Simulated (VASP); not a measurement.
# AlP (F-43m) in VASP: relaxation of cell and atoms with HSE06

Aim: the relaxation of cell and atoms of AlP with HSE06.

Program: VASP 6.6.1. These are calculated values, not measurements. Logs are shortened: lines on timing, memory, paths and dates and some standing lists are left out, and cuts for length are marked.

## Step 1: The cell of the first run

The structure is cubic, space group F-43m (No. 216). Conventional cell: a = 5.479 Å, b = 5.479 Å, c = 5.479 Å, α = 90.00°, β = 90.00°, γ = 90.00°. Al (site symmetry -43m) has 4 P at 2.37 Å within 3.1 Å. P (site symmetry -43m) has 4 Al at 2.37 Å within 3.1 Å.

## Step 2: Relaxation of cell and atoms, HSE06

Contents of POSCAR:

```
AlP
1.0
    0.0000000000      2.7392607961      2.7392607961
    2.7392607961      0.0000000000      2.7392607961
    2.7392607961      2.7392607961      0.0000000000
Al P
1 1
Direct
    0.0000000000      0.0000000000      0.0000000000
    0.2500000000      0.2500000000      0.2500000000
```

Contents of INCAR.step1:

```
PREC = Accurate
ENCUT = 500
EDIFF = 1E-5
ISMEAR = -1
SIGMA = 0.02
LREAL = False
LASPH = True
NELM = 120
ALGO = Normal
LWAVE = True
LCHARG = False
GGA = PE
NBANDS = 11
GGA_COMPAT = False
IBRION = 2
ISIF = 3
EDIFFG = -0.005
NELMIN = 4
NSW = 100
```

Contents of INCAR.step2:

```
PREC = Accurate
ENCUT = 500
EDIFF = 1E-7
ISMEAR = -1
SIGMA = 0.02
LREAL = False
LASPH = True
NELM = 120
ALGO = Normal
ISIF = 3
LWAVE = False
LCHARG = False
GGA = PE
LHFCALC = True
HFSCREEN = 0.2079
PRECFOCK = Normal
IBRION = 2
NSW = 80
EDIFFG = -0.005
ISTART = 1
GGA_COMPAT = False
NELMIN = 4
```

Contents of KPOINTS:

```
regular mesh
0
Gamma
  6 6 6
```

Potentials or basis: VASP PAW PBE potentials, release 64 (Al, P).

The run is started by

```bash
> cat potpaw_PBE.64/Al/POTCAR potpaw_PBE.64/P/POTCAR > POTCAR
> cp INCAR.step1 INCAR
> mpirun -np 1 vasp_std > vasp.out
> cp INCAR.step2 INCAR
> mpirun -np 1 vasp_std > vasp.out
```

OUTCAR:

```text
PREC = Accurate
   ENCUT = 500
   EDIFF = 1E-7
   ISMEAR = -1
   LREAL = False
   LASPH = True
   NELM = 120
   ISIF = 3
   GGA = PE
   LHFCALC = True
   HFSCREEN = 0.2079
   PRECFOCK = Normal
   IBRION = 2
   NSW = 80
   EDIFFG = -0.005
   ISTART = 1
   NELMIN = 4

 ion  position               nearest neighbor table
   1  0.000  0.000  0.000-   2 2.37   2 2.37   2 2.37   2 2.37
   2  0.250  0.250  0.250-   1 2.37   1 2.37   1 2.37   1 2.37

  LATTYP: Found a face centered cubic cell.
 ALAT       =     5.4785215922

  Lattice vectors:

 A1 = (   0.0000000000,   2.7392607961,   2.7392607961)
 A2 = (   2.7392607961,   0.0000000000,   2.7392607961)
 A3 = (   2.7392607961,   2.7392607961,   0.0000000000)

Analysis of symmetry for initial positions (statically):
=====================================================================
 Subroutine PRICEL returns:
 Original cell was already a primitive cell.

 Routine SETGRP: Setting up the symmetry group for a
 face centered cubic supercell.

 Subroutine GETGRP returns: Found 24 space group operations
 (whereof 24 operations were pure point group operations)
 out of a pool of 48 trial point group operations.

The static configuration has the point symmetry T_d .

Analysis of symmetry for dynamics (positions and initial velocities):
=====================================================================
 Subroutine PRICEL returns:
 Original cell was already a primitive cell.

 Routine SETGRP: Setting up the symmetry group for a
 face centered cubic supercell.

 Subroutine GETGRP returns: Found 24 space group operations
 (whereof 24 operations were pure point group operations)
 out of a pool of 48 trial point group operations.

The dynamic configuration has the point symmetry T_d .

 Subroutine INISYM returns: Found 24 space group operations
 (whereof 24 operations are pure point group operations),
 and found     1 'primitive' translations

----------------------------------------------------------------------------------------

                                     Primitive cell

  volume of cell :      41.1084

  direct lattice vectors                    reciprocal lattice vectors
     0.000000000  2.739260796  2.739260796    -0.182530995  0.182530995  0.182530995
[... 73 lines left out ...]
   LSORBIT =      F    spin-orbit coupling
   LASPH  =      T    aspherical Exc in radial PAW
   ENCUT  =  500.0 eV  36.75 Ry    6.06 a.u.   7.06  7.06  7.06*2*pi/ulx,y,z
   NELM   =    120;   NELMIN=  4; NELMDL=  0     # of ELM steps
   EDIFF  = 0.1E-06   stopping-criterion for ELM
   LREAL  =      F    real-space projection
   EDIFFG = -.5E-02   stopping-criterion for IOM
   NSW    =     80    number of steps for IOM
   IBRION =      2    ionic relax: 0-MD 1-quasi-New 2-CG
   NFREE  =      1    steps in history (QN), initial steepest desc. (CG)
   ISIF   =      3    stress and relaxation
   ISYM   =      3    0-nonsym 1-usesym 2-fastsym
   POTIM  = 0.5000    time-step for ionic-motion
   TEBEG  =    0.0;   TEEND  =   0.0 temperature during run
   PSTRESS=    0.0 pullay stress
   NELECT =       8.0000    total number of electrons
   NUPDOWN=      -1.0000    fix difference up-down
   EMIN   =  10.00;   EMAX   =-10.00  energy-range for DOS
   EFERMI =   0.00;   METHOD = LEGACY
   ISMEAR =    -1;   SIGMA  =   0.02  broadening in eV -4-tet -1-fermi 0-gaus
   EFERMI_NEDOS =   21; number of points for ismear=-14 and -15
   IALGO  =     38    algorithm
   IMIX   =      1    mixing-type and parameters
     AMIX     =   0.40;   BMIX     =  1.00
     AMIX_MAG =   1.60;   BMIX_MAG =  1.00
  volume/ion in A,a.u.               =      20.55       138.71
  Fermi-wavevector in a.u.,A,eV,Ry     =   0.948698  1.792780 12.245630  0.900028
  Thomas-Fermi vector in A             =   2.076911
   LORBIT       =      0    0 simple, 1 ext, 2 COOP (PROOUT), +10 PAW based schemes
   GGA     = PE    functional components
   LHFCALC =     T    Hartree Fock is set to
   PRECFOCK=normal    Normal, Fast or Accurate (Low or Medium for compatibility)
   ENCUT4O =  -1.0   cutoff for four orbital integrals eV
   NKREDX  =     1    reduce k-point grid by
   NKREDY  =     1    reduce k-point grid by
   NKREDZ  =     1    reduce k-point grid by
   AEXX    =    0.2500 exact exchange contribution
   HFSCREEN=    0.2079 screening length (either q_TF or 0.3 A-1)
   HFSCREENC=   0.2079 screening length for correlation (either q_TF or 0.3 A-1)
   ENCUTFOCK=  -1.0 apply spherical cutoff to Coloumb kernel
   IVDW    =     0    specifies the selected vdW correction
   LEPSILON=     F    determine dielectric tensor
   LRPA    =     F    only Hartree local field effects (RPA)
 conjugate gradient relaxation of ions
 non-spin polarized calculation
  energy-cutoff  :      500.00
  volume of cell :       41.11
 maximum number of plane-waves:      1056
  NGX = 24; NGY = 24; NGZ = 24

--------------------------------------- Ionic step        1  -------------------------------------------

 number of electron       8.0000001 magnetization

 Free energy of the ion-electron system (eV)
  ---------------------------------------------------
  ext. energy  EPLUGINS =         0.00000000
  ---------------------------------------------------
  free energy    TOTEN  =       -11.99890939 eV

  energy without entropy =      -11.99890939  energy(sigma->0) =      -11.99890939

------------------------ aborting loop because EDIFF is reached ----------------------------------------

  FORCE on cell =-STRESS in cart. coord.  units (eV):
  Direction    XX          YY          ZZ          XY          YZ          ZX
  --------------------------------------------------------------------------------------
  -------------------------------------------------------------------------------------
  Total       -0.0917248     -0.0917248     -0.0917248      0.0000000     -0.0000000     -0.0000000
  in kB       -3.5749281     -3.5749281     -3.5749281      0.0000000     -0.0000000     -0.0000000
  external PRESSURE =      -3.5749281 kB  Pullay stress =       0.0000000 kB
[... 59 lines left out ...]
--------------------------------------- Ionic step        3  -------------------------------------------

 number of electron       8.0000000 magnetization

 Free energy of the ion-electron system (eV)
  ---------------------------------------------------
  ext. energy  EPLUGINS =         0.00000000
  ---------------------------------------------------
  free energy    TOTEN  =       -11.99909211 eV

  energy without entropy =      -11.99909211  energy(sigma->0) =      -11.99909211

 E-fermi :   4.4463     XC(G=0):  -7.6643

 val. band max:        4.0485693785   @ k =   0.0000   0.0000   0.0000
 cond. band min:       6.3284942381   @ k =   0.5000   0.5000   0.0000
 fundamental gap:      2.2799248596
 Fermi energy:         4.4463185044

 k-point     1 :       0.0000    0.0000    0.0000
  band No.  band energies     occupation
      1      -8.6865      2.00000
      2       4.0486      2.00000
      3       4.0486      2.00000
      4       4.0486      2.00000
      5       8.2177      0.00000
      6       9.5297      0.00000
      7       9.5297      0.00000
      8       9.5297      0.00000
[... 192 lines left out ...]
  FREE ENERGIE OF THE ION-ELECTRON SYSTEM (eV)
  ---------------------------------------------------
  free  energy   TOTEN  =       -11.9990921146 eV

  energy  without entropy=      -11.9990921145  energy(sigma->0) =      -11.99909211

 reached required accuracy - stopping structural energy minimisation
```

OSZICAR.step1:

```text
N       E                     dE             d eps       ncg     rms          rms(c)
DAV:   1     0.108768462962E+02    0.10877E+02   -0.29609E+03   352   0.536E+02
DAV:   2    -0.985778117469E+01   -0.20735E+02   -0.20032E+02   443   0.861E+01
DAV:   3    -0.107088072416E+02   -0.85103E+00   -0.84951E+00   440   0.175E+01
DAV:   4    -0.107164326016E+02   -0.76254E-02   -0.76245E-02   453   0.202E+00
[... 16 lines left out ...]
       N       E                     dE             d eps       ncg     rms          rms(c)
DAV:   1    -0.103702535614E+02   -0.18944E-02   -0.24091E-02   385   0.711E-01    0.178E-01
DAV:   2    -0.103694294486E+02    0.82411E-03   -0.18610E-03   397   0.187E-01    0.101E-01
DAV:   3    -0.103692668397E+02    0.16261E-03   -0.61037E-04   394   0.102E-01    0.312E-02
DAV:   4    -0.103692589290E+02    0.79107E-05   -0.18511E-05   337   0.234E-02
   3 F= -.10369259E+02 E0= -.10369259E+02  d E =-.250809E-02
```

Wall time 25 min (1 thread of Intel Xeon Platinum 8259CL at 2.50GHz (Skylake/Cascade Lake), shared host); peak memory 0.28 GiB.

Results:

| Item | Value |
| --- | --- |
| Free energy | -11.9991 eV |
| Relaxed volume | 20.47 Å³/atom |
| Relaxed cell | a = 3.869 Å, b = 3.869 Å, c = 3.869 Å, α = 60.00°, β = 60.00°, γ = 60.00° |
| Space group after relaxing (to 0.1 Å) | F-43m (No. 216) |
| Energy gained by relaxing | 0.1 meV/atom |
| Ionic steps | 3 |
| Pressure after relaxing | 0.0 GPa |
| Band gap on the k mesh | 2.28 eV (least direct gap 4.17 eV) |

Step by step:
| step | energy change (eV) | largest force (eV/Å) | pressure (GPa) | volume (Å³) |
| --- | --- | --- | --- | --- |
| 1 | 0.0000 | 0.0000 | -0.36 | 41.11 |
| 2 | -0.0001 | 0.0000 | 0.24 | 40.84 |
| 3 | -0.0002 | 0.0000 | 0.00 | 40.95 |

Final structure:
```xyz
2
Lattice="0.0000 2.7356 2.7356 2.7356 0.0000 2.7356 2.7356 2.7356 0.0000" Properties=species:S:1:pos:R:3 pbc="T T T"
Al    0.0000    0.0000    0.0000
P     1.3678    1.3678    1.3678
```

Levels at points of the mesh, in eV from the valence-band top:
```tsv
k point	band 1	band 2	band 3	band 4	band 5	band 6	band 7	band 8
(0.00, 0.00, 0.00)	-12.74	0.00	0.00	0.00	4.17	5.48	5.48	5.48
(0.50, 0.00, 0.00)	-10.89	-6.07	-0.84	-0.84	3.63	5.75	5.75	9.28
(0.50, 0.50, 0.00)	-10.16	-5.84	-2.31	-2.31	2.28	3.23	12.42	12.42
```

Caveat: the PAW data sets were made with another functional, which shifts forces and pressure a little. A k mesh can miss the band edges.
